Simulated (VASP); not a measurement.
Runs of VASP 6.6.1 on AlAs. The structure is cubic, space group F-43m (No. 216). The conventional cell has a = 5.661 Å, b = 5.661 Å, c = 5.661 Å, α = 90.00°, β = 90.00°, γ = 90.00°. Within 3.2 Å of Al (site symmetry -43m) lie 4 As at 2.45 Å. Within 3.2 Å of As (site symmetry -43m) lie 4 Al at 2.45 Å. 

| task | potentials or basis | k mesh | GW scheme | GW iterations | cutoff of the response function | frequency points | empty bands | gap on the mesh (eV) | pressure (GPa) |
| --- | --- | --- | --- | --- | --- | --- | --- | --- | --- |
| single point | VASP PAW PBE potentials, release 64 (Al, As) | 2 × 2 × 2 | - | - | - | - | - | 1.26 | 8.0 |
| single point | VASP PAW PBE potentials, release 64 (Al, As) | 4 × 4 × 4 | - | - | - | - | - | (a) | 3.1 |
| single point | VASP PAW PBE potentials, release 64 (Al, As) | 8 × 8 × 8 | - | - | - | - | - | 1.43 | 2.8 |
| single point | VASP PAW PBE potentials, release 64 (Al, As) | 6 × 6 × 6 | - | - | - | - | - | 1.43 | 2.8 |

Alike in all rows: level PBE; no spin polarisation; cell as given; cutoff (eV) 500; smearing gaussian 0.01 eV.

Q: Estimate the missing entries.

A: (a) 1.41.

Caveats: some runs use coarse meshes.

A k mesh can miss the band edges, and the runs leave out spin-orbit coupling on As.
